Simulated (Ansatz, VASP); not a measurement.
# Two plane-wave programs on MgB2

File POSCAR:

```
MgB2
1.0
    3.0658335884      0.0000000000      0.0000000000
   -1.5329167942      2.6550897713      0.0000000000
    0.0000000000      0.0000000000      3.5201620385
Mg B
1 2
Direct
    0.0000000000      0.0000000000      0.0000000000
    0.3333333333      0.6666666667      0.5000000000
    0.6666666667      0.3333333333      0.5000000000
```

Contents of INCAR.step1:

```
SYSTEM = MgB2
ALGO = Normal
EDIFF = 1E-4
ENCUT = 600
GGA = PE
ISMEAR = -1
LASPH = .TRUE.
LCHARG = .FALSE.
LREAL = .FALSE.
LWAVE = .TRUE.
NELM = 100
PREC = Accurate
SIGMA = 0.15
```

The input INCAR.step2:

```
SYSTEM = MgB2
ALGO = Normal
EDIFF = 1E-6
EDIFFG = -0.001
ENCUT = 600
IBRION = 2
ISIF = 3
ISMEAR = -1
ISTART = 1
LASPH = .TRUE.
LCHARG = .FALSE.
LMIXTAU = .TRUE.
LREAL = .FALSE.
LWAVE = .FALSE.
METAGGA = R2SCAN
NELM = 100
NSW = 80
PREC = Accurate
SIGMA = 0.15
```

KPOINTS

```
k-points
0
G
  15 15 12
  0 0 0
```

Input for Ansatz:

```yaml
crystal:
  lattice:
    - [3.0658335884, 0.0, 0.0]
    - [-1.5329167942, 2.6550897713, 0.0]
    - [0.0, 0.0, 3.5201620385]
  atoms:
    - { symbol: Mg, position: [0.0, 0.0, 0.0] }
    - { symbol: B, position: [0.3333333333, 0.6666666667, 0.5] }
    - { symbol: B, position: [0.6666666667, 0.3333333333, 0.5] }
basis:
  ecutwfc: 500
kpoints:
  mp_grid: { grid: [15, 15, 12] }
hamiltonian:
  xc: r2scan
scf:
  occupations: { method: fermi_dirac, width: 0.15 }
output:
  forces: true
  stress: true
  eigenvalues: true
relax:
  adjacent_minimum: "off"
  f_tol: 0.001
  max_steps: 60
  cell: { stress_tol: 0.01 }
```

Alike in both runs: task relaxation of cell and atoms; functional r2SCAN; k mesh 15 × 15 × 12; occupations fermi-dirac, width 0.15 eV; no spin polarisation.

|  | VASP | Ansatz |
| --- | --- | --- |
| version | VASP 6.6.1 | Ansatz 0.2.0 |
| potentials or method | VASP PAW PBE potentials, release 64 (Mg, B), cutoff 600 eV | scalar-relativistic, plane waves, PAW |
| valence electrons in the cell | 8 | 16 |

Ansatz gave:

```
gap on the k mesh at the Fermi level, each at its own relaxed structure (eV)  : none
relaxed volume (Å³/atom)                                                      : 9.55
relaxed length of the cell vector where the two differ most in proportion (Å) : 3.513
```

**Question.** What did VASP give for the same quantities?

**Answer.** gap on the k mesh at the Fermi level, each at its own relaxed structure (eV): none; relaxed volume (Å³/atom): 9.52; relaxed length of the cell vector where the two differ most in proportion (Å): 3.505.

VASP's potentials were made for PBE, not for r2SCAN. A gap of «none» marks a metal or a gap that the smearing closes. VASP's potentials hold 8 valence electrons a cell and Ansatz's 16, so a difference there can come from the potentials and not from the codes.
